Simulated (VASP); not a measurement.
## RbBr: single point with PBE

The system is RbBr.

```
Rb Br
1.0
     0.00000    3.72555    3.72555
     3.72555    0.00000    3.72555
     3.72555    3.72555    0.00000
Rb Br
1 1
Cartesian
  0.0000 0.0000 0.0000
  1.8628 1.8628 1.8628
```

This cell differs from its parent crystal: strain -3.7%.

| Property | Result |
| --- | --- |
| Program | VASP 6.6.1 |
| Task | single point |
| Functional | PBE |
| Potentials or basis | VASP PAW PBE potentials, release 64 (Rb_sv, Br) |
| Cutoff | 520 eV |
| k mesh | 6 × 6 × 6 |
| Occupations | fermi-dirac, width 0.02 eV |
| Spin | no spin polarisation |

The pressure is 1.5 GPa and the band gap on the k mesh is 4.23 eV (least direct gap 4.38 eV).

Levels at points of the mesh, in eV from the valence-band top:
```csv
k point,band 5,band 6,band 7,band 8,band 9,band 10,band 11,band 12
"(0.00, 0.00, 0.00)",-8.47,-0.15,-0.15,-0.15,4.23,8.32,8.32,9.45
"(0.50, 0.00, 0.00)",-8.39,-0.37,-0.08,-0.08,6.59,6.72,7.99,7.99
"(0.50, 0.50, 0.00)",-8.32,-0.51,0.00,0.00,6.00,6.86,9.12,9.35
```

Wall time 28 s on 1 thread of Oxide Virtual Turin-like Processor, on a shared host, peak memory 0.2 GiB.

Caveat: the cell differs from its parent crystal (strain -3.7%); the structure was generated, so it needn't be the stable form of RbBr. A k mesh can miss the band edges.
